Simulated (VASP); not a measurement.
# CoO (R3m) in VASP: notebook

Runs on CoO. Level: PBE+U. Tasks: single point.

All numbers are computed with VASP 6.6.1; they aren't measurements. Logs are shortened: lines on timing, memory, paths and dates and some standing lists are left out, and cuts for length are marked.

## Step 1: The cell of the first run

Symmetry: R3m, No. 160, trigonal system. Conventional cell: a = 3.273 Å, b = 3.273 Å, c = 7.921 Å, α = 90.00°, β = 90.00°, γ = 120.00°. Within 2.6 Å of Co (site symmetry 3m) lie 4 O at 1.96 to 2.01 Å. O (site symmetry 3m) has 4 Co at 1.96 to 2.01 Å within 2.6 Å.

## Step 2: Single point, PBE+U, collinear spin, antiferromagnetic start

The input, INCAR:

```
  PREC = Accurate
  ENCUT = 520
  EDIFF = 1E-6
  ISMEAR = 0
  SIGMA = 0.02
  LREAL = False
  LASPH = True
  NELM = 150
  ALGO = Normal
  ISIF = 2
  LWAVE = False
  LCHARG = True
  ISPIN = 2
  MAGMOM = -2.64 2.64 0 0
  LORBIT = 11
  LMAXMIX = 4
  LDAU = True
  LDAUTYPE = 2
  LDAUL = 2 -1
  LDAUU = 3.32 0
  LDAUJ = 0 0
  LDAUPRINT = 1
  GGA = PE
  LELF = True
  LVHAR = True
  NBANDS = 27
```

The input, KPOINTS:

```
Automatic mesh
0
Gamma
  12 12 12
```

The input, POSCAR:

```
CoO
1.0
    1.6366325902      0.9449102665      5.2804280761
   -1.6366325902      0.9449102665      5.2804280761
    0.0000000000     -1.8898205330      5.2804280761
Co O
2 2
Direct
    0.9994848541      0.9994848541      0.9994848541
    0.4994850003      0.4994850003      0.4994850003
    0.3755147050      0.3755147050      0.3755147050
    0.8755147906      0.8755147906      0.8755147906
```

Potentials or basis: VASP PAW PBE potentials, release 64 (Co, O).

Run with:

```bash
$ cat potpaw_PBE.64/Co/POTCAR potpaw_PBE.64/O/POTCAR > POTCAR
$ mpirun -np 1 vasp_std > vasp.out
```

OUTCAR:

```text
PREC = Accurate
   ENCUT = 520
   EDIFF = 1E-6
   ISMEAR = 0
   LREAL = False
   LASPH = True
   NELM = 150
   ISIF = 2
   ISPIN = 2
   LORBIT = 11
   GGA = PE

 ion  position               nearest neighbor table
   1  0.999  0.999  0.999-   4 1.96   3 2.01   3 2.01   3 2.01
   2  0.499  0.499  0.499-   3 1.96   4 2.01   4 2.01   4 2.01
   3  0.376  0.376  0.376-   2 1.96   1 2.01   1 2.01   1 2.01
   4  0.876  0.876  0.876-   1 1.96   2 2.01   2 2.01   2 2.01

  LATTYP: Found a trigonal (rhomboedric) cell.
 ALAT       =     5.6084170952
 COS(alpha) =     0.8296854400

  Lattice vectors:

 A1 = (   1.6366325902,   0.9449102665,   5.2804280761)
 A2 = (  -1.6366325902,   0.9449102665,   5.2804280761)
 A3 = (   0.0000000000,  -1.8898205330,   5.2804280761)

Analysis of symmetry for initial positions (statically):
=====================================================================
 Subroutine PRICEL returns following result:

  LATTYP: Found a trigonal (rhomboedric) cell.
 ALAT       =     3.2468698839
 COS(alpha) =     0.4918369072
[... 12 lines left out ...]
 Subroutine GETGRP returns: Found  6 space group operations
 (whereof  6 operations were pure point group operations)
 out of a pool of 12 trial point group operations.

The static configuration has the point symmetry C_3v.

Analysis of symmetry for dynamics (positions and initial velocities):
=====================================================================
 Subroutine PRICEL returns following result:

  LATTYP: Found a trigonal (rhomboedric) cell.
 ALAT       =     3.2468698839
 COS(alpha) =     0.4918369072
[... 12 lines left out ...]
 Subroutine GETGRP returns: Found  6 space group operations
 (whereof  6 operations were pure point group operations)
 out of a pool of 12 trial point group operations.

The dynamic configuration has the point symmetry C_3v.

Analysis of structural, dynamic, and magnetic symmetry:
=====================================================================
 Subroutine PRICEL returns following result:

  LATTYP: Found a trigonal (rhomboedric) cell.
 ALAT       =     3.2468698839
 COS(alpha) =     0.4918369072
[... 12 lines left out ...]
 Subroutine GETGRP returns: Found  6 space group operations
 (whereof  6 operations were pure point group operations)
 out of a pool of 12 trial point group operations.

The overall configuration has the point symmetry C_3v.

 Subroutine INISYM returns: Found  6 space group operations
 (whereof  6 operations are pure point group operations),
 and found     2 'primitive' translations

----------------------------------------------------------------------------------------

                                     Primitive cell

  volume of cell :      24.4981

  direct lattice vectors                    reciprocal lattice vectors
     0.000000000  1.889820533  2.640216354    -0.000000179  0.352767080  0.126252353
[... 136 lines left out ...]
  0.0000  0.6580 -0.0000 -0.0000  0.4019
 -0.0000 -0.0000  0.1416  0.0000 -0.0000
  0.4019 -0.0000  0.0000  0.6580 -0.0000
  0.0000  0.4019 -0.0000 -0.0000  0.4195

spin component  2

  0.9783 -0.0000 -0.0000 -0.0081  0.0000
 -0.0000  0.9711  0.0000  0.0000 -0.0081
 -0.0000  0.0000  0.9750 -0.0000 -0.0000
 -0.0081  0.0000 -0.0000  0.9711  0.0000
  0.0000 -0.0081 -0.0000  0.0000  0.9783

 occupancies and eigenvectors

  o =  0.1196  v =  0.0000 -0.5981  0.0000  0.0000  0.8014  0.0000  0.0000  0.0000  0.0000  0.0000      0.0000  0.0000  0.0000  0.0000  0.0000  0.0000  0.0000  0.0000  0.0000  0.0000
  o =  0.1196  v = -0.8014  0.0000 -0.0000  0.5981  0.0000  0.0000  0.0000  0.0000  0.0000  0.0000      0.0000  0.0000  0.0000  0.0000  0.0000  0.0000  0.0000  0.0000  0.0000  0.0000
  o =  0.1416  v =  0.0000 -0.0000 -1.0000  0.0000  0.0000  0.0000  0.0000  0.0000  0.0000  0.0000      0.0000  0.0000  0.0000  0.0000  0.0000  0.0000  0.0000  0.0000  0.0000  0.0000
  o =  0.9579  v =  0.0000 -0.8014  0.0000  0.0000 -0.5981  0.0000  0.0000  0.0000  0.0000  0.0000      0.0000  0.0000  0.0000  0.0000  0.0000  0.0000  0.0000  0.0000  0.0000  0.0000
  o =  0.9579  v = -0.5981  0.0000  0.0000 -0.8014 -0.0000  0.0000  0.0000  0.0000  0.0000  0.0000      0.0000  0.0000  0.0000  0.0000  0.0000  0.0000  0.0000  0.0000  0.0000  0.0000
  o =  0.9658  v =  0.0000  0.0000  0.0000  0.0000  0.0000  0.0000  0.8399  0.0000 -0.0000  0.5428      0.0000  0.0000  0.0000  0.0000  0.0000  0.0000  0.0000  0.0000  0.0000  0.0000
  o =  0.9658  v =  0.0000  0.0000  0.0000  0.0000  0.0000  0.5428  0.0000  0.0000  0.8399 -0.0000      0.0000  0.0000  0.0000  0.0000  0.0000  0.0000  0.0000  0.0000  0.0000  0.0000
  o =  0.9750  v =  0.0000  0.0000  0.0000  0.0000  0.0000  0.0000  0.0000 -1.0000  0.0000 -0.0000      0.0000  0.0000  0.0000  0.0000  0.0000  0.0000  0.0000  0.0000  0.0000  0.0000
  o =  0.9836  v =  0.0000  0.0000  0.0000  0.0000  0.0000  0.0000 -0.5428 -0.0000  0.0000  0.8399      0.0000  0.0000  0.0000  0.0000  0.0000  0.0000  0.0000  0.0000  0.0000  0.0000
  o =  0.9836  v =  0.0000  0.0000  0.0000  0.0000  0.0000 -0.8399  0.0000  0.0000  0.5428 -0.0000      0.0000  0.0000  0.0000  0.0000  0.0000  0.0000  0.0000  0.0000  0.0000  0.0000

atom =   2  type =  1  l = 2

 onsite density matrix

spin component  1

  0.9783 -0.0000 -0.0000 -0.0081  0.0000
 -0.0000  0.9711  0.0000 -0.0000 -0.0081
 -0.0000  0.0000  0.9750 -0.0000 -0.0000
 -0.0081 -0.0000 -0.0000  0.9711  0.0000
  0.0000 -0.0081 -0.0000  0.0000  0.9783

spin component  2

  0.4195  0.0000 -0.0000  0.4019  0.0000
  0.0000  0.6580 -0.0000  0.0000  0.4019
 -0.0000 -0.0000  0.1416  0.0000 -0.0000
  0.4019  0.0000  0.0000  0.6580 -0.0000
  0.0000  0.4019 -0.0000 -0.0000  0.4195

 occupancies and eigenvectors

  o =  0.1196  v =  0.0000  0.0000  0.0000  0.0000  0.0000  0.0000 -0.5981  0.0000 -0.0000  0.8014      0.0000  0.0000  0.0000  0.0000  0.0000  0.0000  0.0000  0.0000  0.0000  0.0000
  o =  0.1196  v =  0.0000  0.0000  0.0000  0.0000  0.0000 -0.8014 -0.0000  0.0000  0.5981  0.0000      0.0000  0.0000  0.0000  0.0000  0.0000  0.0000  0.0000  0.0000  0.0000  0.0000
  o =  0.1416  v =  0.0000  0.0000  0.0000  0.0000  0.0000  0.0000 -0.0000 -1.0000 -0.0000  0.0000      0.0000  0.0000  0.0000  0.0000  0.0000  0.0000  0.0000  0.0000  0.0000  0.0000
  o =  0.9579  v =  0.0000  0.0000  0.0000  0.0000  0.0000  0.0000  0.8014 -0.0000  0.0000  0.5981      0.0000  0.0000  0.0000  0.0000  0.0000  0.0000  0.0000  0.0000  0.0000  0.0000
  o =  0.9579  v =  0.0000  0.0000  0.0000  0.0000  0.0000 -0.5981  0.0000 -0.0000 -0.8014  0.0000      0.0000  0.0000  0.0000  0.0000  0.0000  0.0000  0.0000  0.0000  0.0000  0.0000
  o =  0.9658  v =  0.0000 -0.8399 -0.0000  0.0000 -0.5428  0.0000  0.0000  0.0000  0.0000  0.0000      0.0000  0.0000  0.0000  0.0000  0.0000  0.0000  0.0000  0.0000  0.0000  0.0000
  o =  0.9658  v =  0.5428  0.0000  0.0000  0.8399 -0.0000  0.0000  0.0000  0.0000  0.0000  0.0000      0.0000  0.0000  0.0000  0.0000  0.0000  0.0000  0.0000  0.0000  0.0000  0.0000
  o =  0.9750  v =  0.0000  0.0000 -1.0000  0.0000 -0.0000  0.0000  0.0000  0.0000  0.0000  0.0000      0.0000  0.0000  0.0000  0.0000  0.0000  0.0000  0.0000  0.0000  0.0000  0.0000
  o =  0.9836  v =  0.0000  0.5428  0.0000 -0.0000 -0.8399  0.0000  0.0000  0.0000  0.0000  0.0000      0.0000  0.0000  0.0000  0.0000  0.0000  0.0000  0.0000  0.0000  0.0000  0.0000
  o =  0.9836  v = -0.8399  0.0000  0.0000  0.5428 -0.0000  0.0000  0.0000  0.0000  0.0000  0.0000      0.0000  0.0000  0.0000  0.0000  0.0000  0.0000  0.0000  0.0000  0.0000  0.0000

 number of electron      29.9999999 magnetization      -0.0000000

 Free energy of the ion-electron system (eV)
  ---------------------------------------------------
  ext. energy  EPLUGINS =         0.00000000
  ---------------------------------------------------
  free energy    TOTEN  =       -24.45816768 eV

  energy without entropy =      -24.45816768  energy(sigma->0) =      -24.45816768

 E-fermi :   4.7084     XC(G=0): -10.7461

 val. band max:        4.5801234631   @ k =   0.5000   0.5000   0.5000
 cond. band min:       5.6651437950   @ k =   0.0000   0.0000   0.0000
 fundamental gap:      1.0850203318
 Fermi energy:         4.7084483084

 spin component 1

 k-point     1 :       0.0000    0.0000    0.0000
  band No.  band energies     occupation
      1     -13.6697      1.00000
      2     -13.0661      1.00000
      3      -1.0508      1.00000
      4      -1.0508      1.00000
      5      -0.9306      1.00000
      6      -0.4835      1.00000
[... 1433 lines left out ...]
     26      18.5894      0.00000
     27      22.2168      0.00000

 [... further k-points ...]

------------------------ aborting loop because EDIFF is reached ----------------------------------------

  FORCE on cell =-STRESS in cart. coord.  units (eV):
  Direction    XX          YY          ZZ          XY          YZ          ZX
  --------------------------------------------------------------------------------------
  -------------------------------------------------------------------------------------
  Total       -0.4835812     -0.4835812     -0.4602949      0.0000000      0.0000000     -0.0000000
  in kB      -15.8131318    -15.8131318    -15.0516664      0.0000000      0.0000000     -0.0000000
  external PRESSURE =     -15.5593100 kB  Pullay stress =       0.0000000 kB

 VOLUME and BASIS-vectors are now :
 -----------------------------------------------------------------------------
  energy-cutoff  :      520.00
  volume of cell :       49.00
      direct lattice vectors                 reciprocal lattice vectors
     1.636632590  0.944910266  5.280428076     0.305505342  0.176383592  0.063126195
    -1.636632590  0.944910266  5.280428076    -0.305505342  0.176383592  0.063126195
     0.000000000 -1.889820533  5.280428076     0.000000000 -0.352767183  0.063126195

 POSITION                                       TOTAL-FORCE (eV/Angst)
 -----------------------------------------------------------------------------------
      0.00000      0.00000     15.83312         0.000000     -0.000000      0.005564
      0.00000      0.00000      7.91248         0.000000     -0.000000      0.005564
      0.00000      0.00000      5.94864         0.000000      0.000000     -0.005564
      0.00000      0.00000     13.86928        -0.000000      0.000000     -0.005564
 -----------------------------------------------------------------------------------
    total drift:                                0.000000      0.000000     -0.001186

  FREE ENERGIE OF THE ION-ELECTRON SYSTEM (eV)
  ---------------------------------------------------
  free  energy   TOTEN  =       -24.4581676818 eV

  energy  without entropy=      -24.4581676818  energy(sigma->0) =      -24.45816768

 total charge

# of ion       s       p       d       tot
------------------------------------------
    1        0.341   0.408   7.146   7.894
    2        0.341   0.408   7.146   7.894
    3        1.547   3.454   0.000   5.001
    4        1.547   3.454   0.000   5.001
--------------------------------------------------
tot          3.775   7.723  14.292  25.790

 magnetization (x)

# of ion       s       p       d       tot
------------------------------------------
    1       -0.015  -0.042  -2.575  -2.633
    2        0.015   0.042   2.575   2.633
    3       -0.007  -0.074   0.000  -0.081
    4        0.007   0.074   0.000   0.081
--------------------------------------------------
tot          0.000   0.000   0.000   0.000
```

Wall time 8.9 min (1 thread of Intel Xeon 6975P-C (Granite Rapids), shared host); peak memory 0.56 GiB.

What came out:

```yaml
Free_energy: -24.4582 eV
Pressure: -1.6 GPa
Largest_force: 0.006 eV/Å
Band_gap_on_the_k_mesh: 1.08 eV
Net_moment: 0.00 μB per cell
Site_moments: Co -2.63, +2.63; O -0.08, +0.08 μB
Valence_electrons_inside_the_program's_atomic_spheres: Co 7.89; O 5.00
```

Forces in eV/Å, atoms in the order of the input:
```
Co   0.000  0.000  0.006
Co   0.000  0.000  0.006
O    0.000  0.000 -0.006
O    0.000  0.000 -0.006
```

Stress tensor (GPa, compression positive):
```
-1.58  0.00  0.00
 0.00 -1.58  0.00
 0.00  0.00 -1.51
```

Levels at points of the mesh, in eV from the valence-band top:
Spin up:
| k point | band 11 | band 12 | band 13 | band 14 | band 15 | band 16 | band 17 | band 18 | band 19 | band 20 |
| --- | --- | --- | --- | --- | --- | --- | --- | --- | --- | --- |
| (0.00, 0.00, 0.00) | -1.34 | -1.34 | -1.31 | -0.18 | -0.18 | 1.08 | 3.42 | 3.94 | 3.94 | 6.41 |
| (0.50, 0.00, 0.00) | -2.66 | -1.82 | -1.47 | -0.75 | -0.38 | 2.24 | 2.65 | 3.29 | 6.56 | 6.90 |
| (0.50, 0.50, 0.00) | -2.41 | -1.67 | -1.46 | -0.70 | -0.67 | 2.14 | 2.93 | 3.33 | 6.25 | 6.45 |
| (0.50, 0.50, 0.50) | -1.58 | -1.52 | -1.52 | 0.00 | 0.00 | 2.81 | 3.37 | 3.93 | 3.93 | 4.17 |
Spin down:
```csv
k point,band 12,band 13,band 14,band 15,band 16,band 17,band 18,band 19
"(0.00, 0.00, 0.00)",-1.34,-1.31,-0.18,-0.18,1.08,3.42,3.94,3.94
"(0.50, 0.00, 0.00)",-1.82,-1.47,-0.75,-0.38,2.24,2.65,3.29,6.56
"(0.50, 0.50, 0.00)",-1.67,-1.46,-0.70,-0.67,2.14,2.93,3.33,6.25
"(0.50, 0.50, 0.50)",-1.52,-1.52,0.00,0.00,2.81,3.37,3.93,3.93
```

Eigenvalues of the final occupation matrices:
| site | spin | trace | eigenvalues |
| --- | --- | --- | --- |
| site 1 d | 1 | 2.30 | 0.12 0.12 0.14 0.96 0.96 |
| site 1 d | 2 | 4.87 | 0.97 0.97 0.97 0.98 0.98 |
| site 2 d | 1 | 4.87 | 0.97 0.97 0.97 0.98 0.98 |
| site 2 d | 2 | 2.30 | 0.12 0.12 0.14 0.96 0.96 |

(Continued in part 2 of 2.)
